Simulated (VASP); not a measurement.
# SiC (R3m) in VASP: further runs, part 2 of 2

VASP 6.6.1.

### 3 Single point, PBE

This run uses another cell than the first one, of 11.76 Å³/atom, 1.037 times its volume.

Contents of INCAR:

```
ALGO     = Normal         # electronic algorithm
EDIFF    = 1E-7           # SCF threshold, eV
ENCUT    = 520            # plane-wave cutoff, eV
GGA      = PE             # functional
ISIF     = 2              # what is computed and relaxed
ISMEAR   = 0              # smearing method
LASPH    = T              # aspherical terms in the spheres
LCHARG   = F              # write CHGCAR
LREAL    = F              # projectors in reciprocal space
LWAVE    = F              # write WAVECAR
NBANDS   = 11             # bands
NELM     = 80             # most SCF steps
PREC     = Accurate       # precision mode
SIGMA    = 0.05           # smearing width, eV
```

Contents of KPOINTS:

```
k-points
0
Gamma
  12 12 12
```

Contents of POSCAR:

```
SiC
1.0
    0.0000000000      2.2539477295      2.2539477295
    2.2539477295      0.0000000000      2.2539477295
    2.2946690518      2.2946690518     -0.0407213223
Si C
1 1
Direct
    0.0000000000      0.0000000000      0.0000000000
    0.7500000000      0.7500000000      0.7500000000
```

Potentials or basis: VASP PAW PBE potentials, release 64 (Si, C).

Launch:

```
> cat potpaw_PBE.64/Si/POTCAR potpaw_PBE.64/C/POTCAR > POTCAR
> mpirun -np 1 vasp_std > vasp.out
```

OUTCAR:

```text
EDIFF = 1E-7
   ENCUT = 520
   GGA = PE
   ISIF = 2
   ISMEAR = 0
   LASPH = T
   LREAL = F
   NELM = 80
   PREC = Accurate

 ion  position               nearest neighbor table
   1  0.000  0.000  0.000-   2 1.96   2 1.96   2 1.96   2 2.00
   2  0.750  0.750  0.750-   1 1.96   1 1.96   1 1.96   1 2.00

  LATTYP: Found a trigonal (rhomboedric) cell.
 ALAT       =     3.2454075770
 COS(alpha) =     0.5176645425

  Lattice vectors:

 A1 = (   2.2946690518,   0.0407213223,  -2.2946690518)
 A2 = (   0.0407213223,   2.2946690518,  -2.2946690518)
 A3 = (   2.2946690518,   2.2946690518,  -0.0407213223)

Analysis of symmetry for initial positions (statically):
=====================================================================
 Subroutine PRICEL returns:
 Original cell was already a primitive cell.

 Routine SETGRP: Setting up the symmetry group for a
 trigonal (rhombohedral) supercell.

 Subroutine GETGRP returns: Found  6 space group operations
 (whereof  6 operations were pure point group operations)
 out of a pool of 12 trial point group operations.

The static configuration has the point symmetry C_3v.

Analysis of symmetry for dynamics (positions and initial velocities):
=====================================================================
 Subroutine PRICEL returns:
 Original cell was already a primitive cell.

 Routine SETGRP: Setting up the symmetry group for a
 trigonal (rhombohedral) supercell.

 Subroutine GETGRP returns: Found  6 space group operations
 (whereof  6 operations were pure point group operations)
 out of a pool of 12 trial point group operations.

The dynamic configuration has the point symmetry C_3v.

 Subroutine INISYM returns: Found  6 space group operations
 (whereof  6 operations are pure point group operations),
 and found     1 'primitive' translations

----------------------------------------------------------------------------------------

                                     Primitive cell

  volume of cell :      23.5220

  direct lattice vectors                    reciprocal lattice vectors
     0.000000000  2.253947730  2.253947730    -0.219881987  0.223784025  0.219881987
     2.253947730  0.000000000  2.253947730     0.223784025 -0.219881987  0.219881987
     2.294669052  2.294669052 -0.040721322     0.215979949  0.215979949 -0.215979949

  length of vectors
     3.187563448  3.187563448  3.245407577     0.383112864  0.383112864  0.374088246

  position of ions in fractional coordinates (direct lattice)
     0.000000000  0.000000000  0.000000000
     0.750000000  0.750000000  0.750000000

  ion indices of the primitive-cell ions
   primitive index   ion index
                 1           1
                 2           2

----------------------------------------------------------------------------------------

 KPOINTS: k-points

Automatic generation of k-mesh.
 Grid dimensions read from file:
 generate k-points for:   12   12   12

 Generating k-lattice:

  Cartesian coordinates                     Fractional coordinates (reciprocal lattice)
    -0.018323499  0.018648669  0.018323499     0.083333333  0.000000000  0.000000000
     0.018648669 -0.018323499  0.018323499     0.000000000  0.083333333  0.000000000
     0.017998329  0.017998329 -0.017998329     0.000000000  0.000000000  0.083333333

  Length of vectors
     0.031926072  0.031926072  0.031174020

  Shift w.r.t. Gamma in fractional coordinates (k-lattice)
     0.000000000  0.000000000  0.000000000

 Subroutine IBZKPT returns following result:
 ===========================================

 Found    189 irreducible k-points:

 Following reciprocal coordinates:
            Coordinates               Weight
  0.000000  0.000000  0.000000      1.000000
  0.083333  0.000000  0.000000      6.000000
  0.166667  0.000000 -0.000000      6.000000
  0.250000  0.000000  0.000000      6.000000
  0.333333  0.000000 -0.000000      6.000000
  0.416667  0.000000 -0.000000      6.000000
[... 16 lines left out ...]
  0.500000  0.166667 -0.000000     12.000000
 -0.416667  0.166667 -0.000000     12.000000
 [... further k-points ...]
   k-points           NKPTS =    189   k-points in BZ     NKDIM =    189   number of bands    NBANDS=     11
   number of dos      NEDOS =    301   number of ions     NIONS =      2
   total plane-waves  NPLWV =  13824
   dimension x,y,z NGX =    24 NGY =   24 NGZ =   24
   dimension x,y,z NGXF=    48 NGYF=   48 NGZF=   48
   ions per type =               1   1
   NGX,Y,Z   is equivalent  to a cutoff of  12.52, 12.52, 12.29 a.u.
   NGXF,Y,Z  is equivalent  to a cutoff of  25.03, 25.03, 24.59 a.u.
 SYSTEM =  unknown system
   PREC   = accura    normal or accurate (medium, high low for compatibility)
   ISTART =      0    job   : 0-new  1-cont  2-samecut
   ICHARG =      2    charge: 1-file 2-atom 10-const
   ISPIN  =      1    spin polarized calculation?
   LNONCOLLINEAR =      F non collinear calculations
   LSORBIT =      F    spin-orbit coupling
   LASPH  =      T    aspherical Exc in radial PAW
   ENCUT  =  520.0 eV  38.22 Ry    6.18 a.u.   5.93  5.93  6.03*2*pi/ulx,y,z
   NELM   =     80;   NELMIN=  2; NELMDL= -5     # of ELM steps
   EDIFF  = 0.1E-06   stopping-criterion for ELM
   LREAL  =      F    real-space projection
   EDIFFG = 0.1E-05   stopping-criterion for IOM
   NSW    =      0    number of steps for IOM
   IBRION =     -1    ionic relax: 0-MD 1-quasi-New 2-CG
   NFREE  =      0    steps in history (QN), initial steepest desc. (CG)
   ISIF   =      2    stress and relaxation
   ISYM   =      2    0-nonsym 1-usesym 2-fastsym
   POTIM  = 0.5000    time-step for ionic-motion
   TEBEG  =    0.0;   TEEND  =   0.0 temperature during run
   PSTRESS=    0.0 pullay stress
   NELECT =       8.0000    total number of electrons
   NUPDOWN=      -1.0000    fix difference up-down
   EMIN   =  10.00;   EMAX   =-10.00  energy-range for DOS
   EFERMI =   0.00;   METHOD = LEGACY
   ISMEAR =     0;   SIGMA  =   0.05  broadening in eV -4-tet -1-fermi 0-gaus
   EFERMI_NEDOS =   21; number of points for ismear=-14 and -15
   IALGO  =     38    algorithm
   IMIX   =      4    mixing-type and parameters
     AMIX     =   0.40;   BMIX     =  1.00
     AMIX_MAG =   1.60;   BMIX_MAG =  1.00
  volume/ion in A,a.u.               =      11.76        79.37
  Fermi-wavevector in a.u.,A,eV,Ry     =   1.142738  2.159462 17.767176  1.305851
  Thomas-Fermi vector in A             =   2.279435
   LORBIT       =      0    0 simple, 1 ext, 2 COOP (PROOUT), +10 PAW based schemes
   GGA     = PE    functional components
   LHFCALC =     F    Hartree Fock is set to
   AEXX    =    0.0000 exact exchange contribution
   IVDW    =     0    specifies the selected vdW correction
   LEPSILON=     F    determine dielectric tensor
   LRPA    =     F    only Hartree local field effects (RPA)
 non-spin polarized calculation
 Gauss-broadening in eV      SIGMA  =   0.05
  energy-cutoff  :      520.00
  volume of cell :       23.52
 maximum number of plane-waves:       644
   NGX = 11   NGY = 11   NGZ = 13

 number of electron       7.9999999 magnetization

 Free energy of the ion-electron system (eV)
  ---------------------------------------------------
  ext. energy  EPLUGINS =         0.00000000
  ---------------------------------------------------
  free energy    TOTEN  =       -14.88183495 eV

  energy without entropy =      -14.88183495  energy(sigma->0) =      -14.88183495

 E-fermi :   7.0511     XC(G=0): -10.8044

 val. band max:        6.7701823585   @ k =   0.0000   0.0000   0.0000
 cond. band min:       8.1825375851   @ k =   0.5000   0.5000  -0.0000
 fundamental gap:      1.4123552266
 Fermi energy:         7.0510571672

 k-point     1 :       0.0000    0.0000    0.0000
  band No.  band energies     occupation
      1      -7.7046      2.00000
      2       6.6482      2.00000
      3       6.7702      2.00000
      4       6.7702      2.00000
      5      11.3486      0.00000
      6      12.9878      0.00000
      7      13.3870      0.00000
      8      13.3870      0.00000
      9      20.5247      0.00000
     10      20.5247      0.00000
     11      21.3293      0.00000
[... 309 lines left out ...]
 k-point    24 :      -0.4167    0.1667   -0.0000
  band No.  band energies     occupation
      1      -4.2236      2.00000
      2      -0.6965      2.00000
      3       3.7907      2.00000
      4       5.2436      2.00000
      5      11.2860      0.00000
      6      13.4448      0.00000
      7      14.5216      0.00000
      8      16.8084      0.00000
      9      20.3443      0.00000
     10      21.0252      0.00000
     11      23.5886      0.00000

 [... further k-points ...]
[... 5 lines left out ...]
  --------------------------------------------------------------------------------------
  -------------------------------------------------------------------------------------
  Total       -2.7973540     -2.7973540     -2.7973540     -0.4949873      0.4949873      0.4949873
  in kB     -190.5389517   -190.5389517   -190.5389517    -33.7155632     33.7155632     33.7155632
  external PRESSURE =    -190.5389517 kB  Pullay stress =       0.0000000 kB

 VOLUME and BASIS-vectors are now :
 -----------------------------------------------------------------------------
  energy-cutoff  :      520.00
  volume of cell :       23.52
      direct lattice vectors                 reciprocal lattice vectors
     0.000000000  2.253947730  2.253947730    -0.219881987  0.223784025  0.219881987
     2.253947730  0.000000000  2.253947730     0.223784025 -0.219881987  0.219881987
     2.294669052  2.294669052 -0.040721322     0.215979949  0.215979949 -0.215979949

 POSITION                                       TOTAL-FORCE (eV/Angst)
 -----------------------------------------------------------------------------------
      0.00000      0.00000      0.00000         0.026098      0.026098     -0.026098
      3.41146      3.41146      3.35038        -0.026098     -0.026098      0.026098
 -----------------------------------------------------------------------------------
    total drift:                               -0.000084     -0.000084      0.000084

  FREE ENERGIE OF THE ION-ELECTRON SYSTEM (eV)
  ---------------------------------------------------
  free  energy   TOTEN  =       -14.8818349464 eV

  energy  without entropy=      -14.8818349464  energy(sigma->0) =      -14.88183495
```

It took 25 s on 1 thread of AMD EPYC 9R45 (Zen 5), shared host; peak memory 0.14 GiB.

Results:

```
Free energy            : -14.8818 eV
Pressure               : -19.1 GPa
Largest force          : 0.045 eV/Å
Band gap on the k mesh : 1.41 eV, indirect (least direct gap 4.27 eV)
```

Forces in eV/Å, atoms in the order of the input:
```
Si   0.026  0.026 -0.026
C   -0.026 -0.026  0.026
```

Stress tensor (GPa, compression positive):
```
-19.05  -3.37   3.37
 -3.37 -19.05   3.37
  3.37   3.37 -19.05
```

Levels at points of the mesh, in eV from the valence-band top:
| k point | band 1 | band 2 | band 3 | band 4 | band 5 | band 6 | band 7 | band 8 |
| --- | --- | --- | --- | --- | --- | --- | --- | --- |
| (0.00, 0.00, 0.00) | -14.47 | -0.12 | 0.00 | 0.00 | 4.58 | 6.22 | 6.62 | 6.62 |
| (0.50, 0.00, 0.00) | -11.30 | -7.90 | -1.10 | -1.10 | 4.15 | 6.45 | 6.80 | 9.28 |
| (0.50, 0.50, 0.00) | -10.04 | -7.45 | -3.09 | -2.86 | 1.41 | 3.87 | 12.44 | 12.51 |
| (0.00, 0.00, 0.50) | -11.55 | -7.92 | -0.92 | -0.92 | 4.62 | 6.87 | 6.87 | 9.37 |

A k mesh can miss the band edges. As with any semilocal functional, this PBE gap is likely too small.

### 4 Single point, PBE

This run uses another cell than the first one, of 11.76 Å³/atom, 1.037 times its volume.

Contents of INCAR:

```
SYSTEM = SiC
PREC     = Accurate       ! precision mode
ENCUT    = 520            ! plane-wave cutoff, eV
EDIFF    = 1E-7           ! SCF threshold, eV
ISMEAR   = 0              ! smearing method
SIGMA    = 0.05           ! smearing width, eV
LREAL    = .FALSE.        ! projectors in reciprocal space
LASPH    = .TRUE.         ! aspherical terms in the spheres
NELM     = 80             ! most SCF steps
ALGO     = Normal         ! electronic algorithm
ISIF     = 2              ! what is computed and relaxed
LWAVE    = .FALSE.        ! write WAVECAR
LCHARG   = .TRUE.         ! write CHGCAR
GGA      = PE             ! functional
LELF     = .TRUE.         ! ELF
LVHAR    = .TRUE.       
NBANDS   = 11             ! bands
```

Contents of KPOINTS:

```
Automatic mesh
0
G
  12 12 12
  0 0 0
```

Contents of POSCAR:

```
SiC
1.0
    0.0000000000      2.2944991171      2.2944991171
    2.2944991171      0.0000000000      2.2944991171
    2.2541159326      2.2541159326      0.0403831845
Si C
1 1
Direct
    0.0000000000      0.0000000000      0.0000000000
    0.7500000000      0.7500000000      0.7500000000
```

Launch:

```
> cat potpaw_PBE.64/Si/POTCAR potpaw_PBE.64/C/POTCAR > POTCAR
> mpirun -np 1 vasp_std > vasp.out
```

Wall time 26 s (1 thread of AMD EPYC 9R45 (Zen 5), shared host); peak memory 0.14 GiB.

The run converged. Its results:

| Property | Result |
| --- | --- |
| Free energy | -14.8815 eV |
| Pressure | -19.0 GPa |
| Largest force | 0.104 eV/Å |
| Band gap on the k mesh | 1.39 eV, indirect (least direct gap 4.26 eV) |

Forces on the atoms (eV/Å):
```
Si  -0.060 -0.060  0.060
C    0.060  0.060 -0.060
```

Stress tensor (GPa, compression positive):
```
-19.05   3.50  -3.50
  3.50 -19.05  -3.50
 -3.50  -3.50 -19.05
```

Levels at points of the mesh, in eV from the valence-band top:
```csv
k point,band 1,band 2,band 3,band 4,band 5,band 6,band 7,band 8,band 9
"(0.00, 0.00, 0.00)",-14.50,-0.10,-0.10,0.00,4.59,6.23,6.23,6.87,13.73
"(0.50, 0.00, 0.00)",-11.45,-7.94,-1.04,-1.04,4.35,6.54,6.90,9.31,14.66
"(0.50, 0.50, 0.00)",-10.07,-7.48,-3.12,-2.88,1.39,3.85,12.40,12.52,13.22
"(0.00, 0.00, 0.50)",-11.19,-7.91,-1.22,-1.22,3.91,6.47,6.47,9.19,14.73
```

### 5 Summary

| cell | gap on the mesh (eV) | pressure (GPa) | largest force (eV/Å) |
| --- | --- | --- | --- |
| a = 3.121, b = 3.121, c = 3.236 Å, angles 61.2, 61.2, 60.0°, 2 atoms | 1.30 | -13.3 | 0.13 |
| a = 3.188, b = 3.188, c = 3.245 Å, angles 60.6, 60.6, 60.0°, 2 atoms | 1.41 | -19.1 | 0.05 |
| a = 3.245, b = 3.245, c = 3.188 Å, angles 59.4, 59.4, 60.0°, 2 atoms | 1.39 | -19.0 | 0.10 |

Alike in all rows: task single point; level PBE; potentials or basis VASP PAW PBE potentials, release 64 (Si, C); no spin polarisation; k mesh 12 × 12 × 12; cutoff (eV) 520; smearing gaussian 0.05 eV.

Absolute energies hang on the potentials; compare differences alone.
